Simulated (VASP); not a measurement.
# BN (P6_3mc) in VASP: notebook

Runs on BN. Level: PBE. Tasks: single point.

Program: VASP 6.6.1. These are calculated values, not measurements. Logs are shortened: lines on timing, memory, paths and dates and some standing lists are left out, and cuts for length are marked.

## (1) The cell of the first run

It takes space group P6_3mc (No. 186, hexagonal). The conventional cell has a = 2.536 Å, b = 2.536 Å, c = 4.157 Å, α = 90.00°, β = 90.00°, γ = 120.00°. B (site symmetry 3m) has 4 N at 1.55 to 1.56 Å within 2.1 Å. Within 2.1 Å of N (site symmetry 3m) lie 4 B at 1.55 to 1.56 Å.

## (2) Single point, PBE

Contents of INCAR:

```
SYSTEM = BN
ALGO = Normal
EDIFF = 1E-6
ENCUT = 520
GGA = PE
ISIF = 2
ISMEAR = -1
LASPH = .True.
LCHARG = .False.
LREAL = .False.
LWAVE = .False.
NBANDS = 16
NELM = 100
PREC = Accurate
SIGMA = 0.05
```

Contents of KPOINTS:

```
k-points
0
Gamma
  12 12 6
  0 0 0
```

Contents of POSCAR:

```
BN
1.0
    2.5360000000      0.0000000000      0.0000000000
   -1.2680000000      2.1962400000      0.0000000000
    0.0000000000      0.0000000000      4.1570100000
B N
2 2
Direct
    0.6666666667      0.3333333333      0.0000000000
    0.3333333333      0.6666666667      0.5000000000
    0.6666666667      0.3333333333      0.3750000000
    0.3333333333      0.6666666667      0.8750000000
```

Potentials or basis: VASP PAW PBE potentials, release 64 (B, N).

Started as:

```bash
> cat potpaw_PBE.64/B/POTCAR potpaw_PBE.64/N/POTCAR > POTCAR
> mpirun -np 1 vasp_std > vasp.out
```

OUTCAR:

```text
SYSTEM = BN
   EDIFF = 1E-6
   ENCUT = 520
   GGA = PE
   ISIF = 2
   ISMEAR = -1
   LASPH = .True.
   LREAL = .False.
   NELM = 100
   PREC = Accurate

 ion  position               nearest neighbor table
   1  0.667  0.333  0.000-   4 1.55   4 1.55   4 1.55   3 1.56
   2  0.333  0.667  0.500-   3 1.55   3 1.55   3 1.55   4 1.56
   3  0.667  0.333  0.375-   2 1.55   2 1.55   2 1.55   1 1.56
   4  0.333  0.667  0.875-   1 1.55   1 1.55   1 1.55   2 1.56

  LATTYP: Found a hexagonal cell.
 ALAT       =     2.5360000000
 C/A-ratio  =     1.6391995268

  Lattice vectors:

 A1 = (   2.5360000000,   0.0000000000,   0.0000000000)
 A2 = (  -1.2680000000,   2.1962400000,   0.0000000000)
 A3 = (   0.0000000000,   0.0000000000,   4.1570100000)

Analysis of symmetry for initial positions (statically):
=====================================================================
 Subroutine PRICEL returns:
 Original cell was already a primitive cell.

 Routine SETGRP: Setting up the symmetry group for a
 hexagonal supercell.

 Subroutine GETGRP returns: Found 12 space group operations
 (whereof  6 operations were pure point group operations)
 out of a pool of 24 trial point group operations.

The static configuration has the point symmetry C_3v.
 The point group associated with its full space group is C_6v.

Analysis of symmetry for dynamics (positions and initial velocities):
=====================================================================
 Subroutine PRICEL returns:
 Original cell was already a primitive cell.

 Routine SETGRP: Setting up the symmetry group for a
 hexagonal supercell.

 Subroutine GETGRP returns: Found 12 space group operations
 (whereof  6 operations were pure point group operations)
 out of a pool of 24 trial point group operations.

The dynamic configuration has the point symmetry C_3v.
 The point group associated with its full space group is C_6v.

 Subroutine INISYM returns: Found 12 space group operations
 (whereof  6 operations are pure point group operations),
 and found     1 'primitive' translations

----------------------------------------------------------------------------------------

                                     Primitive cell

  volume of cell :      23.1532

  direct lattice vectors                    reciprocal lattice vectors
     2.536000000  0.000000000  0.000000000     0.394321767  0.227661822  0.000000000
    -1.268000000  2.196240000  0.000000000     0.000000000  0.455323644  0.000000000
     0.000000000  0.000000000  4.157010000     0.000000000  0.000000000  0.240557516

  length of vectors
     2.536000000  2.535999633  4.157010000     0.455323578  0.455323644  0.240557516

  position of ions in fractional coordinates (direct lattice)
     0.666666667  0.333333333  0.000000000
     0.333333333  0.666666667  0.500000000
     0.666666667  0.333333333  0.375000000
     0.333333333  0.666666667  0.875000000

  ion indices of the primitive-cell ions
   primitive index   ion index
                 1           1
                 2           2
                 3           3
                 4           4

----------------------------------------------------------------------------------------

 KPOINTS: k-points

Automatic generation of k-mesh.
 Grid dimensions read from file:
 generate k-points for:   12   12    6

 Generating k-lattice:

  Cartesian coordinates                     Fractional coordinates (reciprocal lattice)
     0.032860147  0.018971819  0.000000000     0.083333333 -0.000000000  0.000000000
     0.000000000  0.037943637  0.000000000     0.000000000  0.083333333  0.000000000
     0.000000000  0.000000000  0.040092919     0.000000000  0.000000000  0.166666667

  Length of vectors
     0.037943632  0.037943637  0.040092919

  Shift w.r.t. Gamma in fractional coordinates (k-lattice)
     0.000000000  0.000000000  0.000000000

 Subroutine IBZKPT returns following result:
 ===========================================

 Found     76 irreducible k-points:

 Following reciprocal coordinates:
            Coordinates               Weight
  0.000000  0.000000  0.000000      1.000000
  0.083333 -0.000000  0.000000      6.000000
  0.166667  0.000000  0.000000      6.000000
  0.250000 -0.000000  0.000000      6.000000
  0.333333 -0.000000  0.000000      6.000000
  0.416667 -0.000000  0.000000      6.000000
[... 16 lines left out ...]
  0.250000 -0.000000  0.166667     12.000000
  0.333333 -0.000000  0.166667     12.000000
 [... further k-points ...]
   k-points           NKPTS =     76   k-points in BZ     NKDIM =     76   number of bands    NBANDS=     16
   number of dos      NEDOS =    301   number of ions     NIONS =      4
   total plane-waves  NPLWV =  12800
   dimension x,y,z NGX =    20 NGY =   20 NGZ =   32
   dimension x,y,z NGXF=    40 NGYF=   40 NGZF=   64
   ions per type =               2   2
   NGX,Y,Z   is equivalent  to a cutoff of  13.11, 13.11, 12.80 a.u.
   NGXF,Y,Z  is equivalent  to a cutoff of  26.22, 26.22, 25.59 a.u.
 SYSTEM =  BN
   PREC   = accura    normal or accurate (medium, high low for compatibility)
   ISTART =      0    job   : 0-new  1-cont  2-samecut
   ICHARG =      2    charge: 1-file 2-atom 10-const
   ISPIN  =      1    spin polarized calculation?
   LNONCOLLINEAR =      F non collinear calculations
   LSORBIT =      F    spin-orbit coupling
   LASPH  =      T    aspherical Exc in radial PAW
   ENCUT  =  520.0 eV  38.22 Ry    6.18 a.u.   4.72  4.72  7.73*2*pi/ulx,y,z
   NELM   =    100;   NELMIN=  2; NELMDL= -5     # of ELM steps
   EDIFF  = 0.1E-05   stopping-criterion for ELM
   LREAL  =      F    real-space projection
   EDIFFG = 0.1E-04   stopping-criterion for IOM
   NSW    =      0    number of steps for IOM
   IBRION =     -1    ionic relax: 0-MD 1-quasi-New 2-CG
   NFREE  =      0    steps in history (QN), initial steepest desc. (CG)
   ISIF   =      2    stress and relaxation
   ISYM   =      2    0-nonsym 1-usesym 2-fastsym
   POTIM  = 0.5000    time-step for ionic-motion
   TEBEG  =    0.0;   TEEND  =   0.0 temperature during run
   PSTRESS=    0.0 pullay stress
   NELECT =      16.0000    total number of electrons
   NUPDOWN=      -1.0000    fix difference up-down
   EMIN   =  10.00;   EMAX   =-10.00  energy-range for DOS
   EFERMI =   0.00;   METHOD = LEGACY
   ISMEAR =    -1;   SIGMA  =   0.05  broadening in eV -4-tet -1-fermi 0-gaus
   EFERMI_NEDOS =   21; number of points for ismear=-14 and -15
   IALGO  =     38    algorithm
   IMIX   =      4    mixing-type and parameters
     AMIX     =   0.40;   BMIX     =  1.00
     AMIX_MAG =   1.60;   BMIX_MAG =  1.00
  volume/ion in A,a.u.               =       5.79        39.06
  Fermi-wavevector in a.u.,A,eV,Ry     =   1.447365  2.735124 28.502382  2.094866
  Thomas-Fermi vector in A             =   2.565328
   LORBIT       =      0    0 simple, 1 ext, 2 COOP (PROOUT), +10 PAW based schemes
   GGA     = PE    functional components
   LHFCALC =     F    Hartree Fock is set to
   AEXX    =    0.0000 exact exchange contribution
   IVDW    =     0    specifies the selected vdW correction
   LEPSILON=     F    determine dielectric tensor
   LRPA    =     F    only Hartree local field effects (RPA)
 non-spin polarized calculation
  energy-cutoff  :      520.00
  volume of cell :       23.15
 maximum number of plane-waves:       640
 NGX is ok and might be reduce to    20
   NGX =  9   NGY =  9   NGZ = 15

 number of electron      16.0000000 magnetization

 Free energy of the ion-electron system (eV)
  ---------------------------------------------------
  ext. energy  EPLUGINS =         0.00000000
  ---------------------------------------------------
  free energy    TOTEN  =       -34.79971678 eV

  energy without entropy =      -34.79971678  energy(sigma->0) =      -34.79971678

 E-fermi :   8.6967     XC(G=0): -12.9120

 val. band max:        7.8002225876   @ k =   0.0000   0.0000   0.0000
 cond. band min:      13.0194210298   @ k =   0.3333   0.3333   0.0000
 fundamental gap:      5.2191984422
 Fermi energy:         8.6966941609

 k-point     1 :       0.0000    0.0000    0.0000
  band No.  band energies     occupation
      1     -12.8284      2.00000
      2      -8.4958      2.00000
      3      -3.2734      2.00000
      4       5.5679      2.00000
      5       5.5679      2.00000
      6       7.5809      2.00000
[... 8 lines left out ...]
     15      19.8577      0.00000
     16      24.4068      0.00000

 k-point     2 :       0.0833   -0.0000    0.0000
  band No.  band energies     occupation
      1     -12.6757      2.00000
      2      -8.3796      2.00000
      3      -3.1230      2.00000
      4       4.8712      2.00000
      5       5.2802      2.00000
      6       7.2228      2.00000
[... 8 lines left out ...]
     15      20.3084      0.00000
     16      24.1579      0.00000

 k-point     3 :       0.1667    0.0000    0.0000
  band No.  band energies     occupation
      1     -12.2225      2.00000
      2      -8.0475      2.00000
      3      -2.6769      2.00000
      4       3.1961      2.00000
      5       4.6057      2.00000
      6       5.8096      2.00000
[... 8 lines left out ...]
     15      21.4826      0.00000
     16      23.4053      0.00000

 k-point     4 :       0.2500   -0.0000    0.0000
  band No.  band energies     occupation
      1     -11.4856      2.00000
      2      -7.5641      2.00000
      3      -1.9565      2.00000
      4       1.2147      2.00000
      5       3.8520      2.00000
      6       4.0365      2.00000
[... 8 lines left out ...]
     15      23.0066      0.00000
     16      23.4808      0.00000
[... 324 lines left out ...]
 k-point    22 :       0.1667    0.0000    0.1667
  band No.  band energies     occupation
      1     -12.0543      2.00000
      2      -8.6113      2.00000
      3      -1.8448      2.00000
      4       3.3478      2.00000
      5       4.7430      2.00000
      6       5.3530      2.00000
[... 8 lines left out ...]
     15      21.1518      0.00000
     16      23.4456      0.00000

 k-point    23 :       0.2500   -0.0000    0.1667
  band No.  band energies     occupation
      1     -11.3224      2.00000
      2      -8.0645      2.00000
      3      -1.2819      2.00000
      4       1.4456      2.00000
      5       3.5769      2.00000
      6       3.9969      2.00000
[... 8 lines left out ...]
     15      22.6567      0.00000
     16      23.6100      0.00000

 k-point    24 :       0.3333   -0.0000    0.1667
  band No.  band energies     occupation
      1     -10.3527      2.00000
      2      -7.4819      2.00000
      3      -1.1742      2.00000
      4       0.3434      2.00000
      5       1.7819      2.00000
      6       3.3680      2.00000
[... 8 lines left out ...]
     15      24.0929      0.00000
     16      24.4434      0.00000

 [... further k-points ...]

------------------------ aborting loop because EDIFF is reached ----------------------------------------

  FORCE on cell =-STRESS in cart. coord.  units (eV):
  Direction    XX          YY          ZZ          XY          YZ          ZX
  --------------------------------------------------------------------------------------
  -------------------------------------------------------------------------------------
  Total        1.3633909      1.3633904      2.6864330      0.0000000      0.0000000     -0.0000000
  in kB       94.3454268     94.3453904    185.8987579      0.0000000      0.0000000     -0.0000000
  external PRESSURE =     124.8631917 kB  Pullay stress =       0.0000000 kB

 VOLUME and BASIS-vectors are now :
 -----------------------------------------------------------------------------
  energy-cutoff  :      520.00
  volume of cell :       23.15
      direct lattice vectors                 reciprocal lattice vectors
     2.536000000  0.000000000  0.000000000     0.394321767  0.227661822  0.000000000
    -1.268000000  2.196240000  0.000000000     0.000000000  0.455323644  0.000000000
     0.000000000  0.000000000  4.157010000     0.000000000  0.000000000  0.240557516

 POSITION                                       TOTAL-FORCE (eV/Angst)
 -----------------------------------------------------------------------------------
      1.26800      0.73208      0.00000         0.000000      0.000000      0.040823
     -0.00000      1.46416      2.07850        -0.000000     -0.000000      0.040823
      1.26800      0.73208      1.55888         0.000000      0.000000     -0.040823
     -0.00000      1.46416      3.63738        -0.000000     -0.000000     -0.040823
 -----------------------------------------------------------------------------------
    total drift:                               -0.000000     -0.000000     -0.000275

  FREE ENERGIE OF THE ION-ELECTRON SYSTEM (eV)
  ---------------------------------------------------
  free  energy   TOTEN  =       -34.7997167758 eV

  energy  without entropy=      -34.7997167757  energy(sigma->0) =      -34.79971678
```

Wall time 12 s (1 thread of AMD EPYC 9R45 (Zen 5), shared host); peak memory 0.11 GiB.

What came out:

```
Free energy            : -34.7997 eV
Pressure               : 12.5 GPa
Largest force          : 0.041 eV/Å
Band gap on the k mesh : 5.22 eV, indirect (least direct gap 8.35 eV)
```

Forces in eV/Å, atoms in the order of the input:
```
B    0.000  0.000  0.041
B    0.000  0.000  0.041
N    0.000  0.000 -0.041
N    0.000  0.000 -0.041
```

Stress tensor (GPa, compression positive):
```
 9.43  0.00  0.00
 0.00  9.43  0.00
 0.00  0.00 18.59
```

A k mesh can miss the band edges. A hybrid or GW would open this gap; PBE tends to underestimate it.

(Part 1 of 2 ends here.)
